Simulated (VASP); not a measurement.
# Hf4Si (P4/nbm) in VASP: notebook

The runs below take Hf4Si through single point, with PBE.

Everything below comes from runs of VASP 6.6.1. Logs are shortened: lines on timing, memory, paths and dates and some standing lists are left out, and cuts for length are marked.

**1. The cell of the first run**

The structure is tetragonal, space group P4/nbm (No. 125). Conventional cell: a = 6.247 Å, b = 6.247 Å, c = 5.542 Å, α = 90.00°, β = 90.00°, γ = 90.00°. Hf (site symmetry m) has 2 Si at 2.72 Å and 11 Hf at 2.87 to 3.45 Å within 3.6 Å. Within 3.6 Å of Si (site symmetry 422) lie 8 Hf at 2.72 Å.

**2. Single point, PBE**

Input file INCAR:

```
SYSTEM = Hf4Si
ALGO = Fast
EDIFF = 1E-6
ENCUT = 520
GGA = PE
ISIF = 2
ISMEAR = 0
LASPH = .TRUE.
LCHARG = .TRUE.
LELF = .TRUE.
LREAL = .FALSE.
LVHAR = .TRUE.
LWAVE = .FALSE.
NBANDS = 55
NELM = 80
PREC = Accurate
SIGMA = 0.2
```

Input file KPOINTS:

```
k-points
0
G
  3 3 3
  0 0 0
```

Input file POSCAR:

```
Hf4Si
1.0
    6.2470234999      0.0000000000      0.0000000000
    0.0000000000      6.2470234999      0.0000000000
    0.0000000000      0.0000000000      5.5420908306
Hf Si
8 2
Direct
    0.6621557384      0.1621557384      0.7484972277
    0.8378442616      0.6621557384      0.7484972277
    0.3378442616      0.1621557384      0.2515027723
    0.6621557384      0.8378442616      0.2515027723
    0.1621557384      0.3378442616      0.7484972277
    0.8378442616      0.3378442616      0.2515027723
    0.1621557384      0.6621557384      0.2515027723
    0.3378442616      0.8378442616      0.7484972277
    0.5000000000      0.5000000000      0.0000000000
    0.0000000000      0.0000000000      0.0000000000
```

Potentials or basis: VASP PAW PBE potentials, release 64 (Hf_pv, Si).

The run is started by

```
$ cat potpaw_PBE.64/Hf_pv/POTCAR potpaw_PBE.64/Si/POTCAR > POTCAR
$ mpirun -np 1 vasp_std > vasp.out
```

OUTCAR:

```text
SYSTEM = Hf4Si
   EDIFF = 1E-6
   ENCUT = 520
   GGA = PE
   ISIF = 2
   ISMEAR = 0
   LASPH = .TRUE.
   LREAL = .FALSE.
   NELM = 80
   PREC = Accurate

 ion  position               nearest neighbor table
   1  0.662  0.162  0.748-   9 2.72  10 2.72   8 2.87   6 3.16   6 3.19   2 3.31   5 3.31   2 3.31
                             5 3.31   4 3.42   3 3.42   4 3.45   3 3.45
   2  0.838  0.662  0.748-   9 2.72  10 2.72   5 2.87   4 3.16   4 3.19   1 3.31   8 3.31   1 3.31
                             8 3.31   7 3.42   6 3.42   6 3.45   7 3.45
   3  0.338  0.162  0.252-   9 2.72  10 2.72   4 2.87   5 3.16   5 3.19   7 3.31   6 3.31   7 3.31
                             6 3.31   8 3.42   1 3.42   1 3.45   8 3.45
   4  0.662  0.838  0.252-   9 2.72  10 2.72   3 2.87   2 3.16   2 3.19   7 3.31   6 3.31   6 3.31
                             7 3.31   8 3.42   1 3.42   1 3.45   8 3.45
   5  0.162  0.338  0.748-   9 2.72  10 2.72   2 2.87   3 3.16   3 3.19   1 3.31   8 3.31   8 3.31
                             1 3.31   7 3.42   6 3.42   6 3.45   7 3.45
   6  0.838  0.338  0.252-   9 2.72  10 2.72   7 2.87   1 3.16   1 3.19   3 3.31   4 3.31   4 3.31
                             3 3.31   2 3.42   5 3.42   2 3.45   5 3.45
   7  0.162  0.662  0.252-   9 2.72  10 2.72   6 2.87   8 3.16   8 3.19   4 3.31   3 3.31   3 3.31
                             4 3.31   5 3.42   2 3.42   5 3.45   2 3.45
   8  0.338  0.838  0.748-   9 2.72  10 2.72   1 2.87   7 3.16   7 3.19   5 3.31   2 3.31   5 3.31
                             2 3.31   3 3.42   4 3.42   4 3.45   3 3.45
   9  0.500  0.500  0.000-   1 2.72   2 2.72   3 2.72   4 2.72   5 2.72   6 2.72   7 2.72   8 2.72

  10  0.000  0.000  0.000-   1 2.72   2 2.72   3 2.72   4 2.72   5 2.72   6 2.72   7 2.72   8 2.72

  LATTYP: Found a simple tetragonal cell.
 ALAT       =     6.2470234999
 C/A-ratio  =     0.8871570326

  Lattice vectors:

 A1 = (   6.2470234999,   0.0000000000,   0.0000000000)
 A2 = (   0.0000000000,   6.2470234999,   0.0000000000)
 A3 = (   0.0000000000,   0.0000000000,   5.5420908306)

Analysis of symmetry for initial positions (statically):
=====================================================================
 Subroutine PRICEL returns:
 Original cell was already a primitive cell.

 Routine SETGRP: Setting up the symmetry group for a
 simple tetragonal supercell.

 Subroutine GETGRP returns: Found 16 space group operations
 (whereof  8 operations were pure point group operations)
 out of a pool of 16 trial point group operations.

The static configuration has the point symmetry D_4 .
 The point group associated with its full space group is D_4h.

Analysis of symmetry for dynamics (positions and initial velocities):
=====================================================================
 Subroutine PRICEL returns:
 Original cell was already a primitive cell.

 Routine SETGRP: Setting up the symmetry group for a
 simple tetragonal supercell.

 Subroutine GETGRP returns: Found 16 space group operations
 (whereof  8 operations were pure point group operations)
 out of a pool of 16 trial point group operations.

The dynamic configuration has the point symmetry D_4 .
 The point group associated with its full space group is D_4h.

 Subroutine INISYM returns: Found 16 space group operations
 (whereof  8 operations are pure point group operations),
 and found     1 'primitive' translations

----------------------------------------------------------------------------------------

                                     Primitive cell

  volume of cell :     216.2818

  direct lattice vectors                    reciprocal lattice vectors
     6.247023500  0.000000000  0.000000000     0.160076235  0.000000000  0.000000000
     0.000000000  6.247023500  0.000000000     0.000000000  0.160076235  0.000000000
     0.000000000  0.000000000  5.542090831     0.000000000  0.000000000  0.180437317

  length of vectors
     6.247023500  6.247023500  5.542090831     0.160076235  0.160076235  0.180437317

  position of ions in fractional coordinates (direct lattice)
     0.662155738  0.162155738  0.748497228
     0.837844262  0.662155738  0.748497228
     0.337844262  0.162155738  0.251502772
     0.662155738  0.837844262  0.251502772
     0.162155738  0.337844262  0.748497228
     0.837844262  0.337844262  0.251502772
     0.162155738  0.662155738  0.251502772
     0.337844262  0.837844262  0.748497228
     0.500000000  0.500000000  0.000000000
     0.000000000  0.000000000  0.000000000

  ion indices of the primitive-cell ions
   primitive index   ion index
                 1           1
                 2           2
                 3           3
                 4           4
                 5           5
                 6           6
                 7           7
                 8           8
                 9           9
                10          10

----------------------------------------------------------------------------------------

 KPOINTS: k-points

Automatic generation of k-mesh.
 Grid dimensions read from file:
 generate k-points for:    3    3    3

 Generating k-lattice:

  Cartesian coordinates                     Fractional coordinates (reciprocal lattice)
     0.053358745  0.000000000  0.000000000     0.333333333  0.000000000  0.000000000
     0.000000000  0.053358745  0.000000000     0.000000000  0.333333333  0.000000000
     0.000000000  0.000000000  0.060145772     0.000000000  0.000000000  0.333333333

  Length of vectors
     0.053358745  0.053358745  0.060145772

  Shift w.r.t. Gamma in fractional coordinates (k-lattice)
     0.000000000  0.000000000  0.000000000

 Subroutine IBZKPT returns following result:
 ===========================================

 Found      6 irreducible k-points:

 Following reciprocal coordinates:
            Coordinates               Weight
  0.000000  0.000000  0.000000      1.000000
  0.333333  0.000000  0.000000      4.000000
  0.333333  0.333333  0.000000      4.000000
  0.000000  0.000000  0.333333      2.000000
  0.333333  0.000000  0.333333      8.000000
  0.333333  0.333333  0.333333      8.000000
   k-points           NKPTS =      6   k-points in BZ     NKDIM =      6   number of bands    NBANDS=     55
   number of dos      NEDOS =    301   number of ions     NIONS =     10
   total plane-waves  NPLWV =  96768
   dimension x,y,z NGX =    48 NGY =   48 NGZ =   42
   dimension x,y,z NGXF=    96 NGYF=   96 NGZF=   84
   ions per type =               8   2
   NGX,Y,Z   is equivalent  to a cutoff of  12.77, 12.77, 12.60 a.u.
   NGXF,Y,Z  is equivalent  to a cutoff of  25.55, 25.55, 25.20 a.u.
 SYSTEM =  Hf4Si
   PREC   = accura    normal or accurate (medium, high low for compatibility)
   ISTART =      0    job   : 0-new  1-cont  2-samecut
   ICHARG =      2    charge: 1-file 2-atom 10-const
   ISPIN  =      1    spin polarized calculation?
   LNONCOLLINEAR =      F non collinear calculations
   LSORBIT =      F    spin-orbit coupling
   LASPH  =      T    aspherical Exc in radial PAW
   ENCUT  =  520.0 eV  38.22 Ry    6.18 a.u.  11.62 11.62 10.30*2*pi/ulx,y,z
   NELM   =     80;   NELMIN=  2; NELMDL= -5     # of ELM steps
   EDIFF  = 0.1E-05   stopping-criterion for ELM
   LREAL  =      F    real-space projection
   EDIFFG = 0.1E-04   stopping-criterion for IOM
   NSW    =      0    number of steps for IOM
   IBRION =     -1    ionic relax: 0-MD 1-quasi-New 2-CG
   NFREE  =      0    steps in history (QN), initial steepest desc. (CG)
   ISIF   =      2    stress and relaxation
   ISYM   =      2    0-nonsym 1-usesym 2-fastsym
   POTIM  = 0.5000    time-step for ionic-motion
   TEBEG  =    0.0;   TEEND  =   0.0 temperature during run
   PSTRESS=    0.0 pullay stress
   NELECT =      88.0000    total number of electrons
   NUPDOWN=      -1.0000    fix difference up-down
   EMIN   =  10.00;   EMAX   =-10.00  energy-range for DOS
   EFERMI =   0.00;   METHOD = LEGACY
   ISMEAR =     0;   SIGMA  =   0.20  broadening in eV -4-tet -1-fermi 0-gaus
   EFERMI_NEDOS =   21; number of points for ismear=-14 and -15
   IALGO  =     68    algorithm
   IMIX   =      4    mixing-type and parameters
     AMIX     =   0.40;   BMIX     =  1.00
     AMIX_MAG =   1.60;   BMIX_MAG =  1.00
  volume/ion in A,a.u.               =      21.63       145.95
  Fermi-wavevector in a.u.,A,eV,Ry     =   1.213098  2.292422 20.022413  1.471606
  Thomas-Fermi vector in A             =   2.348561
   LORBIT       =      0    0 simple, 1 ext, 2 COOP (PROOUT), +10 PAW based schemes
   GGA     = PE    functional components
   LHFCALC =     F    Hartree Fock is set to
   AEXX    =    0.0000 exact exchange contribution
   IVDW    =     0    specifies the selected vdW correction
   LEPSILON=     F    determine dielectric tensor
   LRPA    =     F    only Hartree local field effects (RPA)
 non-spin polarized calculation
 RMM-DIIS sequential band-by-band and
 Gauss-broadening in eV      SIGMA  =   0.20
  energy-cutoff  :      520.00
  volume of cell :      216.28
 maximum number of plane-waves:      5851
 NGX is ok and might be reduce to    48
   NGX = 23   NGY = 23   NGZ = 21

 number of electron      87.9999990 magnetization

 Free energy of the ion-electron system (eV)
  ---------------------------------------------------
  ext. energy  EPLUGINS =         0.00000000
  ---------------------------------------------------
  free energy    TOTEN  =       -92.57269584 eV

  energy without entropy =      -92.46113781  energy(sigma->0) =      -92.51691682

 E-fermi :   4.9363     XC(G=0): -11.0216

 val. band max:        4.9329612011   @ k =   0.3333   0.3333   0.3333
 cond. band min:       5.0944277268   @ k =   0.0000   0.0000   0.3333
 fundamental gap:      0.1614665257
 Fermi energy:         4.9362546452

 k-point     1 :       0.0000    0.0000    0.0000
  band No.  band energies     occupation
      1     -25.8696      2.00000
      2     -25.8608      2.00000
      3     -25.8281      2.00000
      4     -25.7403      2.00000
      5     -25.7041      2.00000
      6     -25.6718      2.00000
[... 47 lines left out ...]
     54       6.7298      0.00000
[... 289 lines left out ...]
     54       7.2735      0.00000
     55       7.6731      0.00000

------------------------ aborting loop because EDIFF is reached ----------------------------------------

  FORCE on cell =-STRESS in cart. coord.  units (eV):
  Direction    XX          YY          ZZ          XY          YZ          ZX
  --------------------------------------------------------------------------------------
  -------------------------------------------------------------------------------------
  Total        0.0708726      0.0708726     -0.9880422      0.0000000      0.0000000      0.0000000
  in kB        0.5250115      0.5250115     -7.3192430      0.0000000      0.0000000      0.0000000
  external PRESSURE =      -2.0897400 kB  Pullay stress =       0.0000000 kB

 VOLUME and BASIS-vectors are now :
 -----------------------------------------------------------------------------
  energy-cutoff  :      520.00
  volume of cell :      216.28
      direct lattice vectors                 reciprocal lattice vectors
     6.247023500  0.000000000  0.000000000     0.160076235  0.000000000  0.000000000
     0.000000000  6.247023500  0.000000000     0.000000000  0.160076235  0.000000000
     0.000000000  0.000000000  5.542090831     0.000000000  0.000000000  0.180437317

 POSITION                                       TOTAL-FORCE (eV/Angst)
 -----------------------------------------------------------------------------------
      4.13650      1.01299      4.14824        -0.070708     -0.070708     -0.023229
      5.23403      4.13650      4.14824         0.070708     -0.070708     -0.023229
      2.11052      1.01299      1.39385         0.070708     -0.070708      0.023229
      4.13650      5.23403      1.39385        -0.070708      0.070708      0.023229
      1.01299      2.11052      4.14824        -0.070708      0.070708     -0.023229
      5.23403      2.11052      1.39385         0.070708      0.070708      0.023229
      1.01299      4.13650      1.39385        -0.070708     -0.070708      0.023229
      2.11052      5.23403      4.14824         0.070708      0.070708     -0.023229
      3.12351      3.12351      0.00000         0.000000     -0.000000     -0.000000
      0.00000      0.00000      0.00000         0.000000      0.000000     -0.000000
 -----------------------------------------------------------------------------------
    total drift:                                0.000000     -0.000000     -0.000000

  FREE ENERGIE OF THE ION-ELECTRON SYSTEM (eV)
  ---------------------------------------------------
  free  energy   TOTEN  =       -92.5726958397 eV

  energy  without entropy=      -92.4611378093  energy(sigma->0) =      -92.51691682
```

Run time: 3.9 min. Hardware: 1 thread of Intel Xeon 8259CL, shared host; peak memory 0.32 GiB.

What came out:

```yaml
Free_energy: -92.5727 eV
Pressure: -0.2 GPa
Largest_force: 0.103 eV/Å
Band_gap_on_the_k_mesh: zero (bands 44 and 45 overlap by 0.27 eV)
```

Forces in eV/Å, atoms in the order of the input:
```
Hf  -0.071 -0.071 -0.023
Hf   0.071 -0.071 -0.023
Hf   0.071 -0.071  0.023
Hf  -0.071  0.071  0.023
Hf  -0.071  0.071 -0.023
Hf   0.071  0.071  0.023
Hf  -0.071 -0.071  0.023
Hf   0.071  0.071 -0.023
Si   0.000  0.000  0.000
Si   0.000  0.000  0.000
```

Levels at points of the mesh, in eV from the Fermi level:
| k point | band 40 | band 41 | band 42 | band 43 | band 44 | band 45 | band 46 | band 47 | band 48 | band 49 |
| --- | --- | --- | --- | --- | --- | --- | --- | --- | --- | --- |
| (0.00, 0.00, 0.00) | -0.68 | -0.64 | -0.64 | -0.64 | -0.32 | 0.19 | 0.25 | 0.25 | 0.31 | 0.92 |

Caveat: the k points lie up to 0.38 Å⁻¹ apart; spin-orbit coupling is left out, which moves the levels of the heavy elements.

**3. Single point, PBE**

This run uses another cell than the first one, of 21.58 Å³/atom.

Input file INCAR:

```
SYSTEM = Hf4Si
  PREC = Accurate
  ENCUT = 520
  EDIFF = 1E-6
  ISMEAR = 0
  SIGMA = 0.2
  LREAL = .FALSE.
  LASPH = .TRUE.
  NELM = 80
  ALGO = Fast
  ISIF = 2
  LWAVE = .FALSE.
  LCHARG = .FALSE.
  GGA = PE
  NBANDS = 55
```

Input file KPOINTS:

```
Automatic mesh
0
G
  4 4 4
  0 0 0
```

Input file POSCAR:

```
Hf4Si
1.0
    0.0000000000      0.0000000000      5.5218923897
    6.2510340338      0.0000000000      0.0000000000
    0.0000000000      6.2510340338      0.0000000000
Hf Si
8 2
Direct
    0.7476039709      0.6619863403      0.1619863403
    0.7476039709      0.8380136597      0.6619863403
    0.2523960291      0.3380136597      0.1619863403
    0.2523960291      0.6619863403      0.8380136597
    0.7476039709      0.1619863403      0.3380136597
    0.2523960291      0.8380136597      0.3380136597
    0.2523960291      0.1619863403      0.6619863403
    0.7476039709      0.3380136597      0.8380136597
    0.0000000000      0.5000000000      0.5000000000
    0.0000000000      0.0000000000      0.0000000000
```

Potentials or basis: VASP PAW PBE potentials, release 64 (Hf_pv, Si).

The run is started by

```
$ cat potpaw_PBE.64/Hf_pv/POTCAR potpaw_PBE.64/Si/POTCAR > POTCAR
$ mpirun -np 1 vasp_std > vasp.out
```

It took 7.5 min on 1 thread of Intel Xeon 8259CL, shared host; peak memory 0.39 GiB.

It converged, with:

```
Free energy            : -92.5570 eV
Pressure               : -0.4 GPa
Largest force          : 0.031 eV/Å
Band gap on the k mesh : zero (bands 44 and 45 overlap by 0.26 eV)
```

Forces on the atoms (eV/Å):
```
Hf  -0.011 -0.011  0.027
Hf   0.011 -0.011  0.027
Hf   0.011 -0.011 -0.027
Hf  -0.011  0.011 -0.027
Hf  -0.011  0.011  0.027
Hf   0.011  0.011 -0.027
Hf  -0.011 -0.011 -0.027
Hf   0.011  0.011  0.027
Si   0.000  0.000  0.000
Si   0.000  0.000  0.000
```

Stress tensor (GPa, compression positive):
```
-0.43  0.00  0.00
 0.00 -0.43  0.00
 0.00  0.00 -0.27
```

Levels at points of the mesh, in eV from the Fermi level:
| k point | band 40 | band 41 | band 42 | band 43 | band 44 | band 45 | band 46 | band 47 | band 48 | band 49 |
| --- | --- | --- | --- | --- | --- | --- | --- | --- | --- | --- |
| (0.00, 0.00, 0.00) | -0.62 | -0.58 | -0.58 | -0.58 | -0.28 | 0.25 | 0.28 | 0.28 | 0.35 | 1.03 |
| (0.50, 0.00, 0.00) | -0.39 | -0.17 | -0.01 | 0.10 | 0.21 | 0.21 | 0.32 | 0.52 | 1.09 | 1.18 |
| (0.00, 0.50, 0.00) | -1.14 | -0.96 | -0.96 | -0.52 | -0.52 | 0.56 | 0.56 | 0.98 | 0.98 | 1.52 |
| (0.50, 0.50, 0.00) | -0.76 | -0.17 | -0.17 | -0.02 | -0.02 | 0.06 | 0.06 | 0.21 | 0.21 | 0.65 |
| (0.00, 0.50, 0.50) | -1.25 | -1.08 | -1.08 | -0.61 | -0.61 | 1.04 | 1.04 | 1.30 | 1.30 | 1.31 |
| (0.50, 0.50, 0.50) | -0.84 | -0.62 | -0.62 | -0.46 | -0.46 | -0.04 | -0.04 | 0.09 | 0.09 | 1.15 |

Caveat: spin-orbit coupling is left out, which moves the levels of the heavy elements.

The gap in the log of VASP goes by the Fermi energy; the results here count the filled bands.